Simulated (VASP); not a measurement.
Wanted: the native input for a VASP 6.6.1 run.

* Task: single point
* Functional: PBEsol
* Potentials or basis: VASP PAW PBE potentials, release 64 (Cu, Ni)
* Cutoff: 520 eV
* k mesh: 12 × 12 × 4
* Occupations: fermi-dirac, width 0.05 eV
* Spin: collinear spin, ferromagnetic start
* Starting moments: [0.6, 1.0, 1.0, 1.0] μB
* Dipole correction: no
* Further INCAR settings: ALGO = Fast; EDIFF = 1e-07; NBANDS = 32

The structure of CuNi3 lies in POSCAR:

```
CuNi3
1.0
    1.3763554723     -1.9602972753      0.0000000000
    1.3763554723      1.9602972753      0.0000000000
    0.0000000000      0.0000000000      7.8276446647
Cu Ni
1 3
Direct
    0.0000000000      0.0000000000      0.0000000000
    0.5000000000      0.5000000000      0.2546860000
    0.0000000000      0.0000000000      0.5000000000
    0.5000000000      0.5000000000      0.7453140000
```

This cell differs from its parent crystal: volume scaled by 0.96.

These files were run (other wordings do the same):

INCAR

```
ALGO     = Fast           # electronic algorithm
EDIFF    = 1E-7           # SCF threshold, eV
ENCUT    = 520            # plane-wave cutoff, eV
GGA      = PS             # functional
ISIF     = 2              # what is computed and relaxed
ISMEAR   = -1             # smearing method
ISPIN    = 2              # spin polarisation
LASPH    = T              # aspherical terms in the spheres
LCHARG   = F              # write CHGCAR
LMAXMIX  = 4              # l up to which the mixer works
LORBIT   = 11             # projections on sites
LREAL    = F              # projectors in reciprocal space
LWAVE    = F              # write WAVECAR
MAGMOM   = 0.6 1 1 1      # initial moments
NBANDS   = 32             # bands
NELM     = 150            # most SCF steps
PREC     = Accurate       # precision mode
SIGMA    = 0.05           # smearing width, eV
```

KPOINTS

```
k-points
0
Gamma
  12 12 4
```

Potentials or basis: VASP PAW PBE potentials, release 64 (Cu, Ni).

Command:

```sh
$ cat potpaw_PBE.64/Cu/POTCAR potpaw_PBE.64/Ni/POTCAR > POTCAR
$ mpirun -np 1 vasp_std > vasp.out
```

It gave:

The pressure is 1.9 GPa and the largest force is 0.032 eV/Å. The net moment is 1.19 μB per cell. The site moments are Cu +0.02; Ni +0.36, +0.48 μB. The valence electrons inside the program's atomic spheres are Cu 10.11; Ni 9.38, 9.40.

Caveat: the PAW data sets were made with another functional, which shifts forces and pressure a little.

Wall time 6.7 min on 1 thread of Intel(R) Xeon(R) Platinum 8488C (Sapphire Rapids), with other jobs on the host, peak memory 0.35 GiB.
